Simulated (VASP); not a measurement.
# Sr (Im-3m) in VASP: notebook, part 2 of 2

VASP 6.6.1. Earlier steps stand in the parts before.

### Step 4. Relaxation of cell and atoms, PBE, target pressure 24 GPa, at which the enthalpy is minimised

File INCAR:

```
SYSTEM = Sr
PREC = Accurate ; ENCUT = 600
EDIFF = 1E-7 ; ISMEAR = -1
SIGMA = 0.08 ; LREAL = .False.
LASPH = .True. ; NELM = 100
ALGO = Normal ; ISIF = 3
LWAVE = .False. ; LCHARG = .False.
GGA = PE ; IBRION = 2
NSW = 32 ; EDIFFG = -0.005
PSTRESS = 240.0
```

File KPOINTS:

```
Automatic mesh
0
Gamma
  14 14 14
  0 0 0
```

File POSCAR:

```
Sr
1.0
   -1.8878105036      1.8878105036      1.8878105036
    1.8878105036     -1.8878105036      1.8878105036
    1.8878105036      1.8878105036     -1.8878105036
Sr
1
Direct
    0.0000000000      0.0000000000      0.0000000000
```

Potentials or basis: VASP PAW PBE potentials, release 64 (Sr_sv).

Run with:

```bash
cat potpaw_PBE.64/Sr_sv/POTCAR > POTCAR
mpirun -np 1 vasp_std > vasp.out
```

OUTCAR:

```text
SYSTEM = Sr
   PREC = Accurate
   ENCUT = 600
   EDIFF = 1E-7
   ISMEAR = -1
   LREAL = .False.
   LASPH = .True.
   NELM = 100
   ISIF = 3
   GGA = PE
   IBRION = 2
   NSW = 32
   EDIFFG = -0.005
   PSTRESS = 240.0

 ion  position               nearest neighbor table
   1  0.000  0.000  0.000-

  LATTYP: Found a body centered cubic cell.
 ALAT       =     3.7756210072

  Lattice vectors:

 A1 = (  -1.8878105036,   1.8878105036,   1.8878105036)
 A2 = (   1.8878105036,  -1.8878105036,   1.8878105036)
 A3 = (   1.8878105036,   1.8878105036,  -1.8878105036)

Analysis of symmetry for initial positions (statically):
=====================================================================
 Subroutine PRICEL returns:
 Original cell was already a primitive cell.

 Routine SETGRP: Setting up the symmetry group for a
 body centered cubic supercell.

 Subroutine GETGRP returns: Found 48 space group operations
 (whereof 48 operations were pure point group operations)
 out of a pool of 48 trial point group operations.

The static configuration has the point symmetry O_h .

Analysis of symmetry for dynamics (positions and initial velocities):
=====================================================================
 Subroutine PRICEL returns:
 Original cell was already a primitive cell.

 Routine SETGRP: Setting up the symmetry group for a
 body centered cubic supercell.

 Subroutine GETGRP returns: Found 48 space group operations
 (whereof 48 operations were pure point group operations)
 out of a pool of 48 trial point group operations.

The dynamic configuration has the point symmetry O_h .

 Subroutine INISYM returns: Found 48 space group operations
 (whereof 48 operations are pure point group operations),
 and found     1 'primitive' translations

----------------------------------------------------------------------------------------

                                     Primitive cell

  volume of cell :      26.9113

  direct lattice vectors                    reciprocal lattice vectors
    -1.887810504  1.887810504  1.887810504     0.000000000  0.264857092  0.264857092
     1.887810504 -1.887810504  1.887810504     0.264857092  0.000000000  0.264857092
     1.887810504  1.887810504 -1.887810504     0.264857092  0.264857092  0.000000000

  length of vectors
     3.269783707  3.269783707  3.269783707     0.374564491  0.374564491  0.374564491

  position of ions in fractional coordinates (direct lattice)
     0.000000000  0.000000000  0.000000000

  ion indices of the primitive-cell ions
   primitive index   ion index
                 1           1

----------------------------------------------------------------------------------------

 KPOINTS: Automatic mesh

Automatic generation of k-mesh.
 Grid dimensions read from file:
 generate k-points for:   14   14   14

 Generating k-lattice:

  Cartesian coordinates                     Fractional coordinates (reciprocal lattice)
     0.000000000  0.018918364  0.018918364     0.071428571  0.000000000  0.000000000
     0.018918364  0.000000000  0.018918364     0.000000000  0.071428571  0.000000000
     0.018918364  0.018918364  0.000000000     0.000000000  0.000000000  0.071428571

  Length of vectors
     0.026754607  0.026754607  0.026754607

  Shift w.r.t. Gamma in fractional coordinates (k-lattice)
     0.000000000  0.000000000  0.000000000

 Subroutine IBZKPT returns following result:
 ===========================================

 Found    104 irreducible k-points:

 Following reciprocal coordinates:
            Coordinates               Weight
  0.000000  0.000000  0.000000      1.000000
  0.071429  0.000000  0.000000     12.000000
  0.142857  0.000000  0.000000     12.000000
  0.214286  0.000000  0.000000     12.000000
  0.285714  0.000000  0.000000     12.000000
  0.357143  0.000000  0.000000     12.000000
[... 16 lines left out ...]
  0.285714  0.285714  0.000000     24.000000
  0.357143  0.285714  0.000000     24.000000
 [... further k-points ...]
   k-points           NKPTS =    104   k-points in BZ     NKDIM =    104   number of bands    NBANDS=      9
   number of dos      NEDOS =    301   number of ions     NIONS =      1
   total plane-waves  NPLWV =  21952
   dimension x,y,z NGX =    28 NGY =   28 NGZ =   28
   dimension x,y,z NGXF=    56 NGYF=   56 NGZF=   56
   ions per type =               1
   NGX,Y,Z   is equivalent  to a cutoff of  14.24, 14.24, 14.24 a.u.
   NGXF,Y,Z  is equivalent  to a cutoff of  28.47, 28.47, 28.47 a.u.
 SYSTEM =  Sr
   PREC   = accura    normal or accurate (medium, high low for compatibility)
   ISTART =      0    job   : 0-new  1-cont  2-samecut
   ICHARG =      2    charge: 1-file 2-atom 10-const
   ISPIN  =      1    spin polarized calculation?
   LNONCOLLINEAR =      F non collinear calculations
   LSORBIT =      F    spin-orbit coupling
   LASPH  =      T    aspherical Exc in radial PAW
   ENCUT  =  600.0 eV  44.10 Ry    6.64 a.u.   6.53  6.53  6.53*2*pi/ulx,y,z
   NELM   =    100;   NELMIN=  2; NELMDL= -5     # of ELM steps
   EDIFF  = 0.1E-06   stopping-criterion for ELM
   LREAL  =      F    real-space projection
   EDIFFG = -.5E-02   stopping-criterion for IOM
   NSW    =     32    number of steps for IOM
   IBRION =      2    ionic relax: 0-MD 1-quasi-New 2-CG
   NFREE  =      1    steps in history (QN), initial steepest desc. (CG)
   ISIF   =      3    stress and relaxation
   ISYM   =      2    0-nonsym 1-usesym 2-fastsym
   POTIM  = 0.5000    time-step for ionic-motion
   TEBEG  =    0.0;   TEEND  =   0.0 temperature during run
   PSTRESS=  240.0 pullay stress
   NELECT =      10.0000    total number of electrons
   NUPDOWN=      -1.0000    fix difference up-down
   EMIN   =  10.00;   EMAX   =-10.00  energy-range for DOS
   EFERMI =   0.00;   METHOD = LEGACY
   ISMEAR =    -1;   SIGMA  =   0.08  broadening in eV -4-tet -1-fermi 0-gaus
   EFERMI_NEDOS =   21; number of points for ismear=-14 and -15
   IALGO  =     38    algorithm
   IMIX   =      4    mixing-type and parameters
     AMIX     =   0.40;   BMIX     =  1.00
     AMIX_MAG =   1.60;   BMIX_MAG =  1.00
  volume/ion in A,a.u.               =      26.91       181.61
  Fermi-wavevector in a.u.,A,eV,Ry     =   1.176964  2.224139 18.847386  1.385244
  Thomas-Fermi vector in A             =   2.313319
   LORBIT       =      0    0 simple, 1 ext, 2 COOP (PROOUT), +10 PAW based schemes
   GGA     = PE    functional components
   LHFCALC =     F    Hartree Fock is set to
   AEXX    =    0.0000 exact exchange contribution
   IVDW    =     0    specifies the selected vdW correction
   LEPSILON=     F    determine dielectric tensor
   LRPA    =     F    only Hartree local field effects (RPA)
 conjugate gradient relaxation of ions
 non-spin polarized calculation
  energy-cutoff  :      600.00
  volume of cell :       26.91
 maximum number of plane-waves:       935
 NGX is ok and might be reduce to    28
   NGX = 13   NGY = 13   NGZ = 13

--------------------------------------- Ionic step        1  -------------------------------------------

 number of electron      10.0000000 magnetization

 Free energy of the ion-electron system (eV)
  ---------------------------------------------------
  ext. energy  EPLUGINS =         0.00000000
  ---------------------------------------------------
  free energy    TOTEN  =        -0.36993758 eV

  energy without entropy =       -0.35177795  energy(sigma->0) =       -0.36085777

------------------------ aborting loop because EDIFF is reached ----------------------------------------

  FORCE on cell =-STRESS in cart. coord.  units (eV):
  Direction    XX          YY          ZZ          XY          YZ          ZX
  --------------------------------------------------------------------------------------
  -------------------------------------------------------------------------------------
  Total        4.0719436      4.0719436      4.0719436     -0.0000000     -0.0000000      0.0000000
  in kB      242.4248564    242.4248564    242.4248564     -0.0000000     -0.0000000      0.0000000
  external PRESSURE =       2.4248564 kB  Pullay stress =     240.0000000 kB
[... 61 lines left out ...]
--------------------------------------- Ionic step        3  -------------------------------------------

 number of electron      10.0000000 magnetization

 Free energy of the ion-electron system (eV)
  ---------------------------------------------------
  ext. energy  EPLUGINS =         0.00000000
  ---------------------------------------------------
  free energy    TOTEN  =        -0.38411752 eV

  energy without entropy =       -0.36600192  energy(sigma->0) =       -0.37505972

 E-fermi :   4.5989     XC(G=0):  -9.9056

 val. band max:        4.5812645165   @ k =   0.2857   0.2857   0.0000
 cond. band min:       4.6021555961   @ k =  -0.3571  -0.4286   0.0714
 fundamental gap:      0.0208910796
 Fermi energy:         4.5988934553

 k-point     1 :       0.0000    0.0000    0.0000
  band No.  band energies     occupation
      1     -30.9958      2.00000
      2     -12.1757      2.00000
      3     -12.1757      2.00000
      4     -12.1757      2.00000
      5       0.6221      2.00000
      6       7.9295      0.00000
      7       7.9295      0.00000
      8       7.9295      0.00000
      9      10.3688      0.00000
[... 265 lines left out ...]
 k-point    24 :       0.3571    0.2857    0.0000
  band No.  band energies     occupation
      1     -30.6597      2.00000
      2     -13.5312      2.00000
      3     -13.2610      2.00000
      4     -12.3964      2.00000
      5       4.6890      0.48974
      6       5.6334      0.00000
      7       6.0371      0.00000
      8      10.7950      0.00000
      9      11.3851      0.00000

 [... further k-points ...]
[... 5 lines left out ...]
  --------------------------------------------------------------------------------------
  -------------------------------------------------------------------------------------
  Total        4.0459451      4.0459451      4.0459451      0.0000000      0.0000000      0.0000000
  in kB      240.0369130    240.0369130    240.0369130      0.0000000      0.0000000      0.0000000
  external PRESSURE =       0.0369130 kB  Pullay stress =     240.0000000 kB
[... 20 lines left out ...]
  energy  without entropy=       -0.3660019214  energy(sigma->0) =       -0.37505972

  enthalpy is  TOTEN    =         3.6612053658 eV   P V=        4.0453228892

 reached required accuracy - stopping structural energy minimisation
```

OSZICAR:

```text
N       E                     dE             d eps       ncg     rms          rms(c)
DAV:   1     0.397004521008E+02    0.39700E+02   -0.61441E+03  1872   0.119E+03
[... 25 lines left out ...]
DAV:   1    -0.384551420130E+00    0.92336E-02   -0.10353E-02  2488   0.845E-01    0.183E-01
DAV:   2    -0.384166977015E+00    0.38444E-03   -0.72705E-04  2512   0.228E-01    0.546E-02
DAV:   3    -0.384087945018E+00    0.79032E-04   -0.42927E-04  2694   0.138E-01    0.468E-02
DAV:   4    -0.384101736942E+00   -0.13792E-04   -0.63290E-06  2870   0.214E-02    0.270E-02
DAV:   5    -0.384115945150E+00   -0.14208E-04   -0.20696E-05  2764   0.295E-02    0.650E-03
DAV:   6    -0.384117601796E+00   -0.16566E-05   -0.10860E-06  3100   0.117E-02    0.101E-03
DAV:   7    -0.384117523321E+00    0.78476E-07   -0.11976E-08   963   0.141E-03
   3 F= 0.36612054E+01 E0= 0.36702632E+01  d E =-.709739E-04
```

CONTCAR:

```text
Sr
   1.00000000000000
    -1.8900103410384790    1.8900103410384790    1.8900103410384790
     1.8900103410384790   -1.8900103410384790    1.8900103410384790
     1.8900103410384790    1.8900103410384790   -1.8900103410384790
  Sr
     1
Direct
     1.0000000000000000    1.0000000000000000    0.0000000000000000

  0.00000000E+00  0.00000000E+00  0.00000000E+00
```

It took 59 s on 1 thread of Intel Xeon Platinum 8375C at 2.90GHz (Ice Lake), shared host; peak memory 0.18 GiB.

Results:

```yaml
Free_energy: -0.3841 eV
Relaxed_volume: 27.01 Å³/atom
Relaxed_cell: a = 3.274 Å, b = 3.274 Å, c = 3.274 Å, α = 109.47°, β = 109.47°, γ = 109.47°
Space_group_after_relaxing_to_0.05_Å: Im-3m (No. 229)
Energy_change_on_relaxing_the_enthalpy_is_what_falls: -14.2 meV/atom
Ionic_steps: 3
Pressure_after_relaxing: 24.0 GPa
Band_gap_on_the_k_mesh: zero (band 5 reaches 5.61 eV, above the bottom of band 6 at 3.09 eV)
```

Step by step:
```
step  energy change (eV)  largest force (eV/Å)  pressure (GPa)  volume (Å³)
   1              0.0000                0.0000           24.24        26.91
   2             -0.0238                0.0000           23.84        27.07
   3             -0.0142                0.0000           24.00        27.01
```

Final structure:
```xyz
1
Lattice="-1.8900 1.8900 1.8900 1.8900 -1.8900 1.8900 1.8900 1.8900 -1.8900" Properties=species:S:1:pos:R:3 pbc="T T T"
Sr    0.0000    0.0000    3.7800
```

Caveat: the cell is relaxed towards a set pressure, so the enthalpy falls and the energy may rise.

### Step 5. Overview

| task | cell | cutoff (eV) | gap on the mesh (eV) | pressure (GPa) |
| --- | --- | --- | --- | --- |
| single point | a = 3.270 Å, angles 109.5°, 1 atom | 500 | none | 24.3 |
| relaxation of cell and atoms | relaxed to 24 GPa from a = 3.265 Å, angles 109.5°, 1 atom | 600 | none | 24.0 |
| relaxation of cell and atoms | relaxed to 24 GPa from a = 3.270 Å, angles 109.5°, 1 atom | 600 | none | 24.0 |

Alike in all rows: level PBE; potentials or basis VASP PAW PBE potentials, release 64 (Sr_sv); no spin polarisation; k mesh 14 × 14 × 14; smearing fermi-dirac 0.08 eV.

Caveats: the cell is relaxed towards a set pressure, so the enthalpy falls and the energy may rise (some runs).

Total energies depend on the potentials used, so only differences within one code and one set of settings carry meaning.
